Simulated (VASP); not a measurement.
# MoS2 (R-3m) in VASP: single point with r2SCAN

Aim: the single point of MoS2 with r2SCAN.

Everything below comes from runs of VASP 6.6.1. Logs are shortened: lines on timing, memory, paths and dates and some standing lists are left out, and cuts for length are marked.

**1. The cell of the first run**

It takes space group R-3m (No. 166, trigonal). Conventional cell: a = 3.171 Å, b = 3.171 Å, c = 18.345 Å, α = 90.00°, β = 90.00°, γ = 120.00°. Mo (site symmetry -3m) has 6 S at 2.39 Å and 6 Mo at 3.17 Å within 3.2 Å. Within 3.2 Å of S (site symmetry 3m) lie 3 Mo at 2.39 Å and 6 S at 3.17 Å.

**2. Single point, r2SCAN**

POSCAR reads:

```
MoS2
1.0
    1.5855000000      0.9153888518      6.1149966667
   -1.5855000000      0.9153888518      6.1149966667
    0.0000000000     -1.8307777036      6.1149966667
Mo S
1 2
Direct
    0.0000000000      0.0000000000      0.0000000000
    0.2500000000      0.2500000000      0.2500000000
    0.7500000000      0.7500000000      0.7500000000
```

INCAR.step1 reads:

```
SYSTEM = MoS2
ALGO = Normal
EDIFF = 1E-4
ENCUT = 520
GGA = PE
ISMEAR = -1
LASPH = .TRUE.
LCHARG = .FALSE.
LREAL = .FALSE.
LWAVE = .TRUE.
NBANDS = 20
NELM = 100
PREC = Accurate
SIGMA = 0.05
```

INCAR.step2 reads:

```
SYSTEM = MoS2
ALGO = Normal
EDIFF = 1E-7
ENCUT = 520
ISIF = 2
ISMEAR = -1
ISTART = 1
LASPH = .TRUE.
LCHARG = .FALSE.
LMIXTAU = .TRUE.
LREAL = .FALSE.
LWAVE = .FALSE.
METAGGA = R2SCAN
NBANDS = 20
NELM = 100
PREC = Accurate
SIGMA = 0.05
```

KPOINTS reads:

```
k-points
0
G
  6 6 6
  0 0 0
```

Potentials or basis: VASP PAW PBE potentials, release 64 (Mo_sv, S).

Launch:

```
$ cat potpaw_PBE.64/Mo_sv/POTCAR potpaw_PBE.64/S/POTCAR > POTCAR
$ cp INCAR.step1 INCAR
$ mpirun -np 1 vasp_std > vasp.out
$ cp INCAR.step2 INCAR
$ mpirun -np 1 vasp_std > vasp.out
```

OUTCAR:

```text
SYSTEM = MoS2
   EDIFF = 1E-7
   ENCUT = 520
   ISIF = 2
   ISMEAR = -1
   ISTART = 1
   LASPH = .TRUE.
   LREAL = .FALSE.
   METAGGA = R2SCAN
   NELM = 100
   PREC = Accurate

 ion  position               nearest neighbor table
   1  0.000  0.000  0.000-   3 2.39   2 2.39   3 2.39   3 2.39   2 2.39   2 2.39
   2  0.250  0.250  0.250-   1 2.39   1 2.39   1 2.39
   3  0.750  0.750  0.750-   1 2.39   1 2.39   1 2.39

  LATTYP: Found a trigonal (rhomboedric) cell.
 ALAT       =     6.3831756386
 COS(alpha) =     0.8766074614

  Lattice vectors:

 A1 = (   1.5855000000,   0.9153888518,   6.1149966667)
 A2 = (  -1.5855000000,   0.9153888518,   6.1149966667)
 A3 = (   0.0000000000,  -1.8307777036,   6.1149966667)

Analysis of symmetry for initial positions (statically):
=====================================================================
 Subroutine PRICEL returns:
 Original cell was already a primitive cell.

 Routine SETGRP: Setting up the symmetry group for a
 trigonal (rhombohedral) supercell.

 Subroutine GETGRP returns: Found 12 space group operations
 (whereof 12 operations were pure point group operations)
 out of a pool of 12 trial point group operations.

The static configuration has the point symmetry D_3d.

Analysis of symmetry for dynamics (positions and initial velocities):
=====================================================================
 Subroutine PRICEL returns:
 Original cell was already a primitive cell.

 Routine SETGRP: Setting up the symmetry group for a
 trigonal (rhombohedral) supercell.

 Subroutine GETGRP returns: Found 12 space group operations
 (whereof 12 operations were pure point group operations)
 out of a pool of 12 trial point group operations.

The dynamic configuration has the point symmetry D_3d.

 Subroutine INISYM returns: Found 12 space group operations
 (whereof 12 operations are pure point group operations),
 and found     1 'primitive' translations

----------------------------------------------------------------------------------------

                                     Primitive cell

  volume of cell :      53.2500

  direct lattice vectors                    reciprocal lattice vectors
     1.585500000  0.915388852  6.114996667     0.315357931  0.182071986  0.054510796
    -1.585500000  0.915388852  6.114996667    -0.315357931  0.182071986  0.054510796
     0.000000000 -1.830777704  6.114996667     0.000000000 -0.364143973  0.054510796

  length of vectors
     6.383175639  6.383175639  6.383175639     0.368201385  0.368201385  0.368201385

  position of ions in fractional coordinates (direct lattice)
     0.000000000  0.000000000  0.000000000
     0.250000000  0.250000000  0.250000000
     0.750000000  0.750000000  0.750000000

  ion indices of the primitive-cell ions
   primitive index   ion index
                 1           1
                 2           2
                 3           3

----------------------------------------------------------------------------------------

 KPOINTS: k-points

Automatic generation of k-mesh.
 Grid dimensions read from file:
 generate k-points for:    6    6    6

 Generating k-lattice:

  Cartesian coordinates                     Fractional coordinates (reciprocal lattice)
     0.052559655  0.030345331  0.009085133     0.166666667  0.000000000  0.000000000
    -0.052559655  0.030345331  0.009085133     0.000000000  0.166666667  0.000000000
     0.000000000 -0.060690662  0.009085133     0.000000000  0.000000000  0.166666667

  Length of vectors
     0.061366897  0.061366897  0.061366897

  Shift w.r.t. Gamma in fractional coordinates (k-lattice)
     0.000000000  0.000000000  0.000000000

 Subroutine IBZKPT returns following result:
 ===========================================

 Found     32 irreducible k-points:

 Following reciprocal coordinates:
            Coordinates               Weight
  0.000000  0.000000  0.000000      1.000000
  0.166667  0.000000  0.000000      6.000000
  0.333333 -0.000000  0.000000      6.000000
  0.500000  0.000000  0.000000      3.000000
  0.166667  0.166667  0.000000      6.000000
  0.333333  0.166667  0.000000     12.000000
[... 16 lines left out ...]
  0.500000  0.500000  0.166667      6.000000
 -0.333333  0.500000  0.166667     12.000000
 [... further k-points ...]
   k-points           NKPTS =     32   k-points in BZ     NKDIM =     32   number of bands    NBANDS=     20
   number of dos      NEDOS =    301   number of ions     NIONS =      3
   total plane-waves  NPLWV = 110592
   dimension x,y,z NGX =    48 NGY =   48 NGZ =   48
   dimension x,y,z NGXF=    96 NGYF=   96 NGZF=   96
   ions per type =               1   2
   NGX,Y,Z   is equivalent  to a cutoff of  12.50, 12.50, 12.50 a.u.
   NGXF,Y,Z  is equivalent  to a cutoff of  25.00, 25.00, 25.00 a.u.
 SYSTEM =  MoS2
   PREC   = accura    normal or accurate (medium, high low for compatibility)
   ISTART =      1    job   : 0-new  1-cont  2-samecut
   ICHARG =      0    charge: 1-file 2-atom 10-const
   ISPIN  =      1    spin polarized calculation?
   LNONCOLLINEAR =      F non collinear calculations
   LSORBIT =      F    spin-orbit coupling
   LASPH  =      T    aspherical Exc in radial PAW
   ENCUT  =  520.0 eV  38.22 Ry    6.18 a.u.  11.87 11.87 11.87*2*pi/ulx,y,z
   NELM   =    100;   NELMIN=  2; NELMDL=  0     # of ELM steps
   EDIFF  = 0.1E-06   stopping-criterion for ELM
   LREAL  =      F    real-space projection
   EDIFFG = 0.1E-05   stopping-criterion for IOM
   NSW    =      0    number of steps for IOM
   IBRION =     -1    ionic relax: 0-MD 1-quasi-New 2-CG
   NFREE  =      0    steps in history (QN), initial steepest desc. (CG)
   ISIF   =      2    stress and relaxation
   ISYM   =      2    0-nonsym 1-usesym 2-fastsym
   POTIM  = 0.5000    time-step for ionic-motion
   TEBEG  =    0.0;   TEEND  =   0.0 temperature during run
   PSTRESS=    0.0 pullay stress
   NELECT =      26.0000    total number of electrons
   NUPDOWN=      -1.0000    fix difference up-down
   EMIN   =  10.00;   EMAX   =-10.00  energy-range for DOS
   EFERMI =   0.00;   METHOD = LEGACY
   ISMEAR =    -1;   SIGMA  =   0.05  broadening in eV -4-tet -1-fermi 0-gaus
   EFERMI_NEDOS =   21; number of points for ismear=-14 and -15
   IALGO  =     38    algorithm
   IMIX   =      4    mixing-type and parameters
     AMIX     =   0.40;   BMIX     =  1.00
     AMIX_MAG =   1.60;   BMIX_MAG =  1.00
  volume/ion in A,a.u.               =      17.75       119.78
  Fermi-wavevector in a.u.,A,eV,Ry     =   1.289118  2.436081 22.610522  1.661826
  Thomas-Fermi vector in A             =   2.421031
   LORBIT       =      0    0 simple, 1 ext, 2 COOP (PROOUT), +10 PAW based schemes
   METAGGA = R2SCAN    functional components
   LHFCALC =     F    Hartree Fock is set to
   AEXX    =    0.0000 exact exchange contribution
   IVDW    =     0    specifies the selected vdW correction
   LEPSILON=     F    determine dielectric tensor
   LRPA    =     F    only Hartree local field effects (RPA)
 non-spin polarized calculation
  energy-cutoff  :      520.00
  volume of cell :       53.25
 maximum number of plane-waves:      1448
   NGX = 23   NGY = 23   NGZ = 23

 number of electron      25.9999998 magnetization

 Free energy of the ion-electron system (eV)
  ---------------------------------------------------
  ext. energy  EPLUGINS =         0.00000000
  ---------------------------------------------------
  free energy    TOTEN  =       -44.14766364 eV

  energy without entropy =      -44.14456306  energy(sigma->0) =      -44.14611335

 E-fermi :   7.5416     XC(G=0): -11.5033

 val. band max:        7.4894466520   @ k =   0.3333   0.3333   0.3333
 cond. band min:       7.5995473482   @ k =  -0.3333   0.5000   0.3333
 fundamental gap:      0.1101006962
 Fermi energy:         7.5416285105

 k-point     1 :       0.0000    0.0000    0.0000
  band No.  band energies     occupation
      1     -56.1006      2.00000
      2     -29.4464      2.00000
      3     -29.3606      2.00000
      4     -29.3606      2.00000
      5      -8.2191      2.00000
      6      -6.5105      2.00000
[... 12 lines left out ...]
     19      15.1981      0.00000
     20      17.7640      0.00000

 k-point     2 :       0.1667    0.0000    0.0000
  band No.  band energies     occupation
      1     -56.0896      2.00000
      2     -29.4683      2.00000
      3     -29.4238      2.00000
      4     -29.3851      2.00000
      5      -7.7598      2.00000
      6      -6.4409      2.00000
[... 12 lines left out ...]
     19      16.1653      0.00000
     20      17.3843      0.00000

 k-point     3 :       0.3333   -0.0000    0.0000
  band No.  band energies     occupation
      1     -56.0675      2.00000
      2     -29.6783      2.00000
      3     -29.4336      2.00000
      4     -29.3788      2.00000
      5      -6.8028      2.00000
      6      -6.1212      2.00000
[... 12 lines left out ...]
     19      15.7160      0.00000
     20      17.0032      0.00000

 k-point     4 :       0.5000    0.0000    0.0000
  band No.  band energies     occupation
      1     -56.0564      2.00000
      2     -29.7809      2.00000
      3     -29.4577      2.00000
      4     -29.3560      2.00000
      5      -6.5395      2.00000
      6      -5.5240      2.00000
[... 12 lines left out ...]
     19      15.0816      0.00000
     20      15.5840      0.00000

 k-point     5 :       0.1667    0.1667    0.0000
  band No.  band energies     occupation
      1     -56.0896      2.00000
      2     -29.4683      2.00000
      3     -29.4238      2.00000
      4     -29.3851      2.00000
      5      -7.7373      2.00000
      6      -6.4768      2.00000
[... 12 lines left out ...]
     19      16.2797      0.00000
     20      17.4356      0.00000

 k-point     6 :       0.3333    0.1667    0.0000
  band No.  band energies     occupation
      1     -56.0730      2.00000
      2     -29.6060      2.00000
      3     -29.4430      2.00000
      4     -29.3897      2.00000
      5      -6.9467      2.00000
      6      -6.3518      2.00000
[... 12 lines left out ...]
     19      16.8321      0.00000
     20      17.3607      0.00000

 k-point     7 :       0.5000    0.1667    0.0000
  band No.  band energies     occupation
      1     -56.0564      2.00000
      2     -29.7272      2.00000
      3     -29.5137      2.00000
      4     -29.3562      2.00000
      5      -6.3560      2.00000
      6      -5.7682      2.00000
[... 12 lines left out ...]
     19      15.9360      0.00000
     20      16.7473      0.00000
[... 277 lines left out ...]
 k-point    20 :       0.5000    0.3333    0.1667
  band No.  band energies     occupation
      1     -56.0730      2.00000
      2     -29.6060      2.00000
      3     -29.4430      2.00000
      4     -29.3897      2.00000
      5      -6.8425      2.00000
      6      -6.4679      2.00000
[... 12 lines left out ...]
     19      16.9179      0.00000
     20      17.4427      0.00000

 k-point    21 :      -0.3333    0.3333    0.1667
  band No.  band energies     occupation
      1     -56.0564      2.00000
      2     -29.7272      2.00000
      3     -29.5137      2.00000
      4     -29.3562      2.00000
      5      -6.3486      2.00000
      6      -5.7704      2.00000
[... 12 lines left out ...]
     19      15.2855      0.00000
     20      16.5644      0.00000

 k-point    22 :      -0.1667    0.3333    0.1667
  band No.  band energies     occupation
      1     -56.0564      2.00000
      2     -29.7272      2.00000
      3     -29.5137      2.00000
      4     -29.3562      2.00000
      5      -6.2625      2.00000
      6      -5.8848      2.00000
[... 12 lines left out ...]
     19      15.3812      0.00000
     20      16.8773      0.00000

 k-point    23 :       0.5000    0.5000    0.1667
  band No.  band energies     occupation
      1     -56.0675      2.00000
      2     -29.6783      2.00000
      3     -29.4336      2.00000
      4     -29.3788      2.00000
      5      -6.6204      2.00000
      6      -6.3273      2.00000
[... 12 lines left out ...]
     19      15.0224      0.00000
     20      16.7775      0.00000

 k-point    24 :      -0.3333    0.5000    0.1667
  band No.  band energies     occupation
      1     -56.0564      2.00000
      2     -29.7272      2.00000
      3     -29.5137      2.00000
      4     -29.3562      2.00000
      5      -6.3020      2.00000
      6      -5.8260      2.00000
[... 12 lines left out ...]
     19      14.9618      0.00000
     20      16.6773      0.00000

 [... further k-points ...]

------------------------ aborting loop because EDIFF is reached ----------------------------------------

  FORCE on cell =-STRESS in cart. coord.  units (eV):
  Direction    XX          YY          ZZ          XY          YZ          ZX
  --------------------------------------------------------------------------------------
  -------------------------------------------------------------------------------------
  Total        2.2144049      2.2144049      2.5737365      0.0000000     -0.0000000      0.0000000
  in kB       66.6266950     66.6266950     77.4382144      0.0000000     -0.0000000      0.0000000
  external PRESSURE =      70.2305348 kB  Pullay stress =       0.0000000 kB

 VOLUME and BASIS-vectors are now :
 -----------------------------------------------------------------------------
  energy-cutoff  :      520.00
  volume of cell :       53.25
      direct lattice vectors                 reciprocal lattice vectors
     1.585500000  0.915388852  6.114996667     0.315357931  0.182071986  0.054510796
    -1.585500000  0.915388852  6.114996667    -0.315357931  0.182071986  0.054510796
     0.000000000 -1.830777704  6.114996667     0.000000000 -0.364143973  0.054510796

 POSITION                                       TOTAL-FORCE (eV/Angst)
 -----------------------------------------------------------------------------------
      0.00000      0.00000      0.00000         0.000000     -0.000000      0.000000
      0.00000      0.00000      4.58625         0.000000      0.000000     -0.739920
      0.00000      0.00000     13.75874         0.000000     -0.000000      0.739920
 -----------------------------------------------------------------------------------
    total drift:                               -0.000000     -0.000000      0.000000

  FREE ENERGIE OF THE ION-ELECTRON SYSTEM (eV)
  ---------------------------------------------------
  free  energy   TOTEN  =       -44.1476636354 eV

  energy  without entropy=      -44.1445630642  energy(sigma->0) =      -44.14611335
```

Run time: 3.4 min. Hardware: 1 thread of Intel Xeon 6975P-C (Granite Rapids), shared host; peak memory 0.36 GiB.

Results:

```yaml
Free_energy: -44.1477 eV
Pressure: 7.0 GPa
Largest_force: 0.740 eV/Å
Band_gap_on_the_k_mesh: zero (band 13 reaches 8.17 eV, above the bottom of band 14 at 7.26 eV)
```

Forces on the atoms (eV/Å):
```
Mo   0.000  0.000  0.000
S    0.000  0.000 -0.740
S    0.000  0.000  0.740
```

Levels at points of the mesh, in eV from the Fermi level:
```csv
k point,band 11,band 12,band 13,band 14,band 15,band 16
"(0.00, 0.00, 0.00)",-1.08,-0.93,-0.93,-0.17,-0.17,3.71
"(0.50, 0.00, 0.00)",-2.90,-1.84,-1.59,1.26,2.23,3.73
"(0.50, 0.50, 0.00)",-2.93,-2.15,-1.81,1.26,2.02,4.19
"(0.50, 0.50, 0.50)",-0.91,-0.91,-0.28,-0.28,0.12,3.83
```

Caveat: the k points lie up to 0.39 Å⁻¹ apart; the PAW data sets were made with another functional, which shifts forces and pressure a little.
